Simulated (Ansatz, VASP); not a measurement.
**Two plane-wave programs on Co**

INCAR

```
PREC     = Accurate       # precision mode
ENCUT    = 600            # plane-wave cutoff, eV
EDIFF    = 1E-6           # SCF threshold, eV
ISMEAR   = -1             # smearing method
SIGMA    = 0.1            # smearing width, eV
LREAL    = F              # projectors in reciprocal space
LASPH    = T              # aspherical terms in the spheres
NELM     = 100            # most SCF steps
ALGO     = Normal         # electronic algorithm
ISIF     = 3              # what is computed and relaxed
LWAVE    = F              # write WAVECAR
LCHARG   = F              # write CHGCAR
GGA      = CA             # functional
IBRION   = 2              # ionic algorithm
NSW      = 80             # ionic steps
EDIFFG   = -0.01          # ionic threshold
```

Contents of KPOINTS:

```
regular mesh
0
Gamma
  14 14 4
```

Contents of POSCAR:

```
Co
1.0
    2.5018845205      0.0000000000      0.0000000000
   -1.2509422603      2.1666955521      0.0000000000
    0.0000000000      0.0000000000      8.1711548441
Co
4
Direct
    0.0000000000      0.0000000000      0.0000000000
    0.0000000000      0.0000000000      0.5000000000
    0.3333333333      0.6666666667      0.2500000000
    0.6666666667      0.3333333333      0.7500000000
```

Input for Ansatz:

```yaml
crystal:
  lattice:
    - [2.5018845205, 0.0, 0.0]
    - [-1.2509422603, 2.1666955521, 0.0]
    - [0.0, 0.0, 8.1711548441]
  atoms:
    - { symbol: Co, position: [0.0, 0.0, 0.0] }
    - { symbol: Co, position: [0.0, 0.0, 0.5] }
    - { symbol: Co, position: [0.3333333333, 0.6666666667, 0.25] }
    - { symbol: Co, position: [0.6666666667, 0.3333333333, 0.75] }
hamiltonian:
  xc: lda
  pseudopotentials:
    kind: paw
    azcp:
      Co: "pseudopotentials/Co.paw.azcp"
basis:
  ecutwfc: 420
  fft_grid_basis: typed
kpoints:
  mp_grid: { grid: [14, 14, 4], shift: [0, 0, 0] }
magnetization:
  spin_polarized: false
scf:
  occupations: { method: fermi_dirac, width: 0.1 }
relax:
  max_steps: 60
  f_tol: 0.01
  cell: {}
```

Alike in both runs: task relaxation of cell and atoms; functional LDA; k mesh 14 × 14 × 4; occupations fermi-dirac, width 0.1 eV; no spin polarisation.

|  | VASP | Ansatz |
| --- | --- | --- |
| version | VASP 6.6.1 | Ansatz 0.2.0 |
| potentials or method | VASP PAW LDA potentials, release 64 (Co), cutoff 600 eV | plane waves (420 eV) with PAW, scalar-relativistic |
| valence electrons in the cell | 36 | 68 |

|  | VASP | Ansatz | Ansatz less VASP |
| --- | --- | --- | --- |
| relaxed volume (Å³/atom) | 9.60 | 9.63 | +0.030 |
| relaxed cell length with the largest relative difference (Å) | 7.772 | 7.781 | +0.0092 |

Ansatz warns that its potentials were made for another functional, while VASP's fit it. LDA's correlation is that of Perdew and Zunger in VASP and of Perdew and Wang (1992) in Ansatz. VASP's potentials hold 36 valence electrons a cell and Ansatz's 68, so a difference there can come from the potentials and not from the codes.

Noted on VASP's run: too few bands were computed for a metal, which touches its energy and stress.
